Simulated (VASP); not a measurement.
# Lu2Ir2O7 (Fd-3m) in VASP: single point with PBE+U

Aim: the single point of Lu2Ir2O7 with PBE+U.

Everything below comes from runs of VASP 6.6.1. Logs are shortened: lines on timing, memory, paths and dates and some standing lists are left out, and cuts for length are marked.

## (1) The cell of the first run

It takes space group Fd-3m (No. 227, cubic). Conventional cell: a = 10.121 Å, b = 10.121 Å, c = 10.121 Å, α = 90.00°, β = 90.00°, γ = 90.00°. Within 2.9 Å of Lu (site symmetry -3m) lie 8 O at 2.19 to 2.43 Å. Ir (site symmetry -3m) has 6 O at 2.00 Å within 2.6 Å. O (site symmetry -43m) has 4 Lu at 2.19 Å and 6 O at 2.90 Å within 3.0 Å. O (site symmetry 2mm) has 2 Ir at 2.00 Å and 2 Lu at 2.43 Å and 4 O at 2.59 Å within 2.6 Å.

## (2) Single point, PBE+U, collinear spin

INCAR reads:

```
PREC = Accurate
ENCUT = 520
EDIFF = 1E-6
ISMEAR = 0
SIGMA = 0.05
LREAL = Auto
LASPH = T
NELM = 150
ALGO = Normal
ISIF = 2
LWAVE = F
LCHARG = F
ISPIN = 2
MAGMOM = 0 0 0 0 1 1 1 1 0 0 0 0 0 0 0 0 0 0 0 0 0 0
LORBIT = 11
LMAXMIX = 4
LDAU = T
LDAUTYPE = 2
LDAUL = -1 2 -1
LDAUU = 0 2 0
LDAUJ = 0 0 0
LDAUPRINT = 1
GGA = PE
NBANDS = 131
```

KPOINTS reads:

```
Automatic mesh
0
Gamma
  3 3 3
```

POSCAR reads:

```
Lu2Ir2O7
1.0
    0.0000000000      5.0607500000      5.0607500000
    5.0607500000      0.0000000000      5.0607500000
    5.0607500000      5.0607500000      0.0000000000
Lu Ir O
4 4 14
Direct
    0.1250000000      0.1250000000      0.1250000000
    0.6250000000      0.1250000000      0.1250000000
    0.1250000000      0.1250000000      0.6250000000
    0.1250000000      0.6250000000      0.1250000000
    0.6250000000      0.6250000000      0.6250000000
    0.1250000000      0.6250000000      0.6250000000
    0.6250000000      0.6250000000      0.1250000000
    0.6250000000      0.1250000000      0.6250000000
    0.0000000000      0.0000000000      0.0000000000
    0.2500000000      0.2500000000      0.2500000000
    0.5370000000      0.9630000000      0.9630000000
    0.7130000000      0.2870000000      0.2870000000
    0.7130000000      0.2870000000      0.7130000000
    0.5370000000      0.9630000000      0.5370000000
    0.9630000000      0.5370000000      0.5370000000
    0.2870000000      0.7130000000      0.7130000000
    0.2870000000      0.7130000000      0.2870000000
    0.9630000000      0.5370000000      0.9630000000
    0.7130000000      0.7130000000      0.2870000000
    0.5370000000      0.5370000000      0.9630000000
    0.2870000000      0.2870000000      0.7130000000
    0.9630000000      0.9630000000      0.5370000000
```

Potentials or basis: VASP PAW PBE potentials, release 64 (Lu, Ir, O).

Started as:

```sh
cat potpaw_PBE.64/Lu/POTCAR potpaw_PBE.64/Ir/POTCAR potpaw_PBE.64/O/POTCAR > POTCAR
mpirun -np 1 vasp_std > vasp.out
```

OUTCAR:

```text
PREC = Accurate
   ENCUT = 520
   EDIFF = 1E-6
   ISMEAR = 0
   LREAL = Auto
   LASPH = T
   NELM = 150
   ISIF = 2
   ISPIN = 2
   LORBIT = 11
   GGA = PE

 ion  position               nearest neighbor table
   1  0.125  0.125  0.125-   9 2.19  10 2.19  11 2.43  12 2.43  17 2.43  18 2.43  21 2.43  22 2.43
                             4 3.58   2 3.58   3 3.58   3 3.58   6 3.58   8 3.58   4 3.58   6 3.58
   2  0.625  0.125  0.125-   9 2.19  10 2.19  11 2.43  12 2.43  13 2.43  14 2.43  19 2.43  20 2.43
                             8 3.58   1 3.58   7 3.58   3 3.58   5 3.58   8 3.58   4 3.58   5 3.58
   3  0.125  0.125  0.625-   9 2.19  10 2.19  21 2.43  22 2.43  15 2.43  16 2.43  13 2.43  14 2.43
                             8 3.58   1 3.58   6 3.58   1 3.58   2 3.58   4 3.58   4 3.58   5 3.58
   4  0.125  0.625  0.125-   9 2.19  10 2.19  17 2.43  18 2.43  15 2.43  16 2.43  19 2.43  20 2.43
                             7 3.58   1 3.58   6 3.58   3 3.58   5 3.58   6 3.58   1 3.58   2 3.58
   5  0.625  0.625  0.625-  13 2.00  14 2.00  15 2.00  16 2.00  19 2.00  20 2.00   2 3.58   4 3.58
                             2 3.58   3 3.58   3 3.58   4 3.58
   6  0.125  0.625  0.625-  15 2.00  16 2.00  17 2.00  18 2.00  21 2.00  22 2.00   3 3.58   4 3.58
                             1 3.58   4 3.58   1 3.58   3 3.58
   7  0.625  0.625  0.125-  11 2.00  12 2.00  17 2.00  18 2.00  19 2.00  20 2.00   2 3.58   4 3.58
                             1 3.58   2 3.58   1 3.58   4 3.58
   8  0.625  0.125  0.625-  11 2.00  12 2.00  13 2.00  14 2.00  21 2.00  22 2.00   2 3.58   3 3.58
                             1 3.58   2 3.58   1 3.58   3 3.58
   9  0.000  0.000  0.000-   1 2.19   2 2.19   3 2.19   4 2.19
  10  0.250  0.250  0.250-   1 2.19   2 2.19   3 2.19   4 2.19
  11  0.537  0.963  0.963-   7 2.00   8 2.00   2 2.43   1 2.43
  12  0.713  0.287  0.287-   7 2.00   8 2.00   2 2.43   1 2.43
  13  0.713  0.287  0.713-   5 2.00   8 2.00   2 2.43   3 2.43
  14  0.537  0.963  0.537-   5 2.00   8 2.00   2 2.43   3 2.43
  15  0.963  0.537  0.537-   5 2.00   6 2.00   3 2.43   4 2.43
  16  0.287  0.713  0.713-   5 2.00   6 2.00   3 2.43   4 2.43
  17  0.287  0.713  0.287-   6 2.00   7 2.00   4 2.43   1 2.43
  18  0.963  0.537  0.963-   6 2.00   7 2.00   4 2.43   1 2.43
  19  0.713  0.713  0.287-   5 2.00   7 2.00   2 2.43   4 2.43
  20  0.537  0.537  0.963-   5 2.00   7 2.00   2 2.43   4 2.43
  21  0.287  0.287  0.713-   6 2.00   8 2.00   3 2.43   1 2.43
  22  0.963  0.963  0.537-   6 2.00   8 2.00   3 2.43   1 2.43

  LATTYP: Found a face centered cubic cell.
 ALAT       =    10.1215000000

  Lattice vectors:

 A1 = (   0.0000000000,   5.0607500000,   5.0607500000)
 A2 = (   5.0607500000,   0.0000000000,   5.0607500000)
 A3 = (   5.0607500000,   5.0607500000,   0.0000000000)

Analysis of symmetry for initial positions (statically):
=====================================================================
 Subroutine PRICEL returns:
 Original cell was already a primitive cell.

 Routine SETGRP: Setting up the symmetry group for a
 face centered cubic supercell.

 Subroutine GETGRP returns: Found 48 space group operations
 (whereof 24 operations were pure point group operations)
 out of a pool of 48 trial point group operations.

The static configuration has the point symmetry T_d .
 The point group associated with its full space group is O_h .

Analysis of symmetry for dynamics (positions and initial velocities):
=====================================================================
 Subroutine PRICEL returns:
 Original cell was already a primitive cell.

 Routine SETGRP: Setting up the symmetry group for a
 face centered cubic supercell.

 Subroutine GETGRP returns: Found 48 space group operations
 (whereof 24 operations were pure point group operations)
 out of a pool of 48 trial point group operations.

The dynamic configuration has the point symmetry T_d .
 The point group associated with its full space group is O_h .

Analysis of structural, dynamic, and magnetic symmetry:
=====================================================================
 Subroutine PRICEL returns:
 Original cell was already a primitive cell.

 Routine SETGRP: Setting up the symmetry group for a
 face centered cubic supercell.

[... 157 lines left out ...]
   LEPSILON=     F    determine dielectric tensor
   LRPA    =     F    only Hartree local field effects (RPA)
 spin polarized calculation
 Gauss-broadening in eV      SIGMA  =   0.05
  energy-cutoff  :      520.00
  volume of cell :      259.22
 maximum number of plane-waves:      6995
 NGX is ok and might be reduce to    54
   NGX = 27   NGY = 27   NGZ = 27

atom =   5  type =  2  l = 2

 onsite density matrix

spin component  1
[... 116 lines left out ...]
  o =  0.4930  v =  0.0000  0.0000  0.0000  0.0000  0.0000  0.3227 -0.7886  0.0970 -0.4659 -0.2178      0.0000  0.0000  0.0000  0.0000  0.0000  0.0000  0.0000  0.0000  0.0000  0.0000
  o =  0.4930  v =  0.0000  0.0000  0.0000  0.0000  0.0000 -0.7243  0.0827 -0.2178 -0.6416 -0.0970      0.0000  0.0000  0.0000  0.0000  0.0000  0.0000  0.0000  0.0000  0.0000  0.0000
  o =  0.5040  v =  0.7630 -0.5351  0.2748  0.2280 -0.0639  0.0000  0.0000  0.0000  0.0000  0.0000      0.0000  0.0000  0.0000  0.0000  0.0000  0.0000  0.0000  0.0000  0.0000  0.0000
  o =  0.5040  v =  0.1773  0.5721  0.0639  0.7494  0.2748  0.0000  0.0000  0.0000  0.0000  0.0000      0.0000  0.0000  0.0000  0.0000  0.0000  0.0000  0.0000  0.0000  0.0000  0.0000
  o =  0.6283  v =  0.0000  0.0000  0.0000  0.0000  0.0000  0.1946 -0.0941 -0.9710  0.1005 -0.0185      0.0000  0.0000  0.0000  0.0000  0.0000  0.0000  0.0000  0.0000  0.0000  0.0000
  o =  0.6283  v =  0.0000  0.0000  0.0000  0.0000  0.0000  0.0037 -0.1704 -0.0185 -0.1667  0.9710      0.0000  0.0000  0.0000  0.0000  0.0000  0.0000  0.0000  0.0000  0.0000  0.0000
  o =  0.9202  v =  0.0000  0.0000  0.0000  0.0000  0.0000  0.5774  0.5774  0.0000 -0.5774 -0.0000      0.0000  0.0000  0.0000  0.0000  0.0000  0.0000  0.0000  0.0000  0.0000  0.0000
  o =  0.9279  v = -0.5774 -0.5774 -0.0000  0.5774  0.0000  0.0000  0.0000  0.0000  0.0000  0.0000      0.0000  0.0000  0.0000  0.0000  0.0000  0.0000  0.0000  0.0000  0.0000  0.0000
  o =  0.9581  v = -0.0877  0.2283  0.3652  0.1406 -0.8872  0.0000  0.0000  0.0000  0.0000  0.0000      0.0000  0.0000  0.0000  0.0000  0.0000  0.0000  0.0000  0.0000  0.0000  0.0000
  o =  0.9581  v =  0.2130 -0.0306 -0.8872  0.1824 -0.3652  0.0000  0.0000  0.0000  0.0000  0.0000      0.0000  0.0000  0.0000  0.0000  0.0000  0.0000  0.0000  0.0000  0.0000  0.0000

 number of electron     220.0000048 magnetization       3.9999851

 Free energy of the ion-electron system (eV)
  ---------------------------------------------------
  ext. energy  EPLUGINS =         0.00000000
  ---------------------------------------------------
  free energy    TOTEN  =      -160.32296143 eV

  energy without entropy =     -160.31731994  energy(sigma->0) =     -160.32014068

 E-fermi :   4.2892     XC(G=0): -11.8409

 val. band max:        4.2578514531   @ k =   0.3333   0.0000   0.0000
 cond. band min:       4.5097061094   @ k =  -0.3333   0.3333   0.0000
 fundamental gap:      0.2518546563
 Fermi energy:         4.2891915586

 spin component 1

 k-point     1 :       0.0000    0.0000    0.0000
  band No.  band energies     occupation
      1     -50.7146      1.00000
      2     -50.6991      1.00000
      3     -50.6991      1.00000
      4     -50.6991      1.00000
      5     -22.1234      1.00000
      6     -21.6230      1.00000
[... 489 lines left out ...]
    121       8.7707      0.00000
    122       8.8632      0.00000
 Fermi energy:         4.2891915586

 spin component 2

 k-point     1 :       0.0000    0.0000    0.0000
  band No.  band energies     occupation
      1     -50.7064      1.00000
      2     -50.6910      1.00000
      3     -50.6910      1.00000
      4     -50.6910      1.00000
      5     -22.1182      1.00000
      6     -21.6097      1.00000
[... 489 lines left out ...]
    121       8.8132      0.00000
    122       9.0805      0.00000
 [bands above 122 left out]

------------------------ aborting loop because EDIFF is reached ----------------------------------------

  FORCE on cell =-STRESS in cart. coord.  units (eV):
  Direction    XX          YY          ZZ          XY          YZ          ZX
  --------------------------------------------------------------------------------------
  -------------------------------------------------------------------------------------
  Total        5.7793898      5.7793898      5.7793898     -0.0000000      0.0000000     -0.0000000
  in kB       35.7205323     35.7205323     35.7205323     -0.0000000      0.0000000     -0.0000000
  external PRESSURE =      35.7205323 kB  Pullay stress =       0.0000000 kB

 VOLUME and BASIS-vectors are now :
 -----------------------------------------------------------------------------
  energy-cutoff  :      520.00
  volume of cell :      259.22
      direct lattice vectors                 reciprocal lattice vectors
     0.000000000  5.060750000  5.060750000    -0.098799585  0.098799585  0.098799585
     5.060750000  0.000000000  5.060750000     0.098799585 -0.098799585  0.098799585
     5.060750000  5.060750000  0.000000000     0.098799585  0.098799585 -0.098799585

 POSITION                                       TOTAL-FORCE (eV/Angst)
 -----------------------------------------------------------------------------------
      1.26519      1.26519      1.26519         0.000000     -0.000000     -0.000000
      1.26519      3.79556      3.79556         0.000000     -0.000000     -0.000000
      3.79556      3.79556      1.26519         0.000000     -0.000000     -0.000000
      3.79556      1.26519      3.79556         0.000000     -0.000000     -0.000000
      6.32594      6.32594      6.32594         0.000000     -0.000000     -0.000000
      6.32594      3.79556      3.79556         0.000000     -0.000000     -0.000000
[... 14 lines left out ...]
      5.06075      5.06075      2.90487         0.000000     -0.000000     -0.263013
      7.59112      7.59112      9.74700        -0.000000     -0.000000      0.263013
 -----------------------------------------------------------------------------------
    total drift:                                0.000000      0.000000      0.000000

  FREE ENERGIE OF THE ION-ELECTRON SYSTEM (eV)
  ---------------------------------------------------
  free  energy   TOTEN  =      -160.3229614283 eV

  energy  without entropy=     -160.3173199399  energy(sigma->0) =     -160.32014068

 total charge

# of ion       s       p       d       f       tot
--------------------------------------------------
    1        2.201   6.111   0.760  14.135  23.206
    2        2.201   6.111   0.760  14.135  23.206
    3        2.201   6.111   0.760  14.135  23.206
    4        2.201   6.111   0.760  14.135  23.206
    5        0.617   0.817   6.951   0.000   8.385
    6        0.617   0.817   6.951   0.000   8.385
[... 14 lines left out ...]
   21        1.557   3.466   0.000   0.000   5.023
   22        1.557   3.466   0.000   0.000   5.023
--------------------------------------------------
tot         33.072  76.391  30.844  56.539 196.846

 magnetization (x)

# of ion       s       p       d       f       tot
--------------------------------------------------
    1        0.008   0.007   0.007   0.004   0.026
    2        0.008   0.007   0.007   0.004   0.026
    3        0.008   0.007   0.007   0.004   0.026
    4        0.008   0.007   0.007   0.004   0.026
    5        0.006   0.006   0.687   0.000   0.700
    6        0.006   0.006   0.687   0.000   0.700
[... 14 lines left out ...]
   21        0.001   0.080   0.000   0.000   0.081
   22        0.001   0.080   0.000   0.000   0.081
--------------------------------------------------
tot          0.073   1.018   2.778   0.014   3.882
```

It took 37 min on 1 thread of Intel Xeon 8259CL, shared host; peak memory 0.61 GiB.

What came out:

| Quantity | Value |
| --- | --- |
| Free energy | -160.3230 eV |
| Pressure | 3.6 GPa |
| Largest force | 0.263 eV/Å |
| Band gap on the k mesh | zero (filled and empty bands overlap) |
| Net moment | 4.00 μB per cell |
| Site moments | Lu +0.03; Ir +0.70; O +0.00, +0.08 (each value once) μB |
| Valence electrons inside the program's atomic spheres | Lu 23.21; Ir 8.38; O 5.11, 5.02 (each value once) |

Forces on the atoms (eV/Å):
```
Lu   0.000  0.000  0.000
Lu   0.000  0.000  0.000
Lu   0.000  0.000  0.000
Lu   0.000  0.000  0.000
Ir   0.000  0.000  0.000
Ir   0.000  0.000  0.000
Ir   0.000  0.000  0.000
Ir   0.000  0.000  0.000
O    0.000  0.000  0.000
O    0.000  0.000  0.000
O    0.263  0.000  0.000
O   -0.263  0.000  0.000
O    0.000  0.263  0.000
O    0.000 -0.263  0.000
O   -0.263  0.000  0.000
O    0.263  0.000  0.000
O    0.000 -0.263  0.000
O    0.000  0.263  0.000
O    0.000  0.000  0.263
O    0.000  0.000 -0.263
O    0.000  0.000 -0.263
O    0.000  0.000  0.263
```

Eigenvalues of the final occupation matrices:
| site | spin | trace | eigenvalues |
| --- | --- | --- | --- |
| site 5 d | 1 | 3.85 | 0.50 0.50 0.93 0.96 0.96 |
| site 5 d | 2 | 3.16 | 0.49 0.49 0.63 0.63 0.92 |
| site 6 d | 1 | 3.85 | 0.50 0.50 0.93 0.96 0.96 |
| site 6 d | 2 | 3.16 | 0.49 0.49 0.63 0.63 0.92 |
| site 7 d | 1 | 3.85 | 0.50 0.50 0.93 0.96 0.96 |
| site 7 d | 2 | 3.16 | 0.49 0.49 0.63 0.63 0.92 |
| site 8 d | 1 | 3.85 | 0.50 0.50 0.93 0.96 0.96 |
| site 8 d | 2 | 3.16 | 0.49 0.49 0.63 0.63 0.92 |

Caveat: the cell stands under pressure; spin-orbit coupling is left out, which moves the levels of the heavy elements.

The gap in the log of VASP goes by the Fermi energy; the results here count the filled bands.